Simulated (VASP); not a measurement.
A run of VASP 6.6.1:

INCAR

```
SYSTEM = AlN
PREC = Accurate
ENCUT = 520
EDIFF = 1E-8
ISMEAR = 0
SIGMA = 0.01
LREAL = .FALSE.
LASPH = .TRUE.
NELM = 100
ALGO = Normal
ISIF = 2
LWAVE = .FALSE.
LCHARG = .TRUE.
GGA = PS
IBRION = 8
NSW = 1
```

KPOINTS

```
Automatic mesh
0
G
  10 10 10
  0 0 0
```

POSCAR

```
AlN
1.0
    2.1962712287      2.1962712287      0.0000000000
   -2.1962712287      2.1962712287      0.0000000000
    0.0000000000      2.1962712287      2.1962712287
Al N
1 1
Direct
    0.0000000000      0.0000000000      0.0000000000
    0.2500000000      0.7500000000      0.5000000000
```

Potentials or basis: VASP PAW PBE potentials, release 64 (Al, N).

The run is started by

```console
$ cat potpaw_PBE.64/Al/POTCAR potpaw_PBE.64/N/POTCAR > POTCAR
$ mpirun -np 1 vasp_std > vasp.out
```

Hardware: 1 thread of Intel Xeon 8259CL (shared host).

**Question.** How long does it take, and how much memory?

**Answer.** Run time: 48 s on 1 thread of Intel Xeon 8259CL (shared host), peak memory 0.2 GiB. Counts: scf iterations 35, k points 47.
